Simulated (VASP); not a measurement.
Input of a VASP 6.6.1 run:

INCAR

```
SYSTEM = AlFe
PREC = Accurate
ENCUT = 520
EDIFF = 1E-6
ISMEAR = -1
SIGMA = 0.05
LREAL = .False.
LASPH = .True.
NELM = 150
ALGO = Normal
ISIF = 2
LWAVE = .False.
LCHARG = .False.
ISPIN = 2
MAGMOM = 3 0
LORBIT = 11
LMAXMIX = 4
GGA = PE
NBANDS = 16
```

Contents of KPOINTS:

```
regular mesh
0
Gamma
  9 9 9
  0 0 0
```

POSCAR

```
AlFe
1.0
    2.8904692102      0.0000000000      0.0000000000
    0.0000000000      2.8904692102      0.0000000000
    0.0000000000      0.0000000000      2.8904692102
Fe Al
1 1
Direct
    0.5000000000      0.5000000000      0.5000000000
    0.0000000000      0.0000000000      0.0000000000
```

Potentials or basis: VASP PAW PBE potentials, release 64 (Fe, Al).

Command:

```sh
$ cat potpaw_PBE.64/Fe/POTCAR potpaw_PBE.64/Al/POTCAR > POTCAR
$ mpirun -np 1 vasp_std > vasp.out
```

Problem. Estimate the net moment.

Solution. 0.64 μB per cell.

Problem. What does it give for the site moments?

Solution. Fe +0.68; Al -0.02 μB.

Problem. What does it give for the pressure?

Solution. -2.9 GPa.
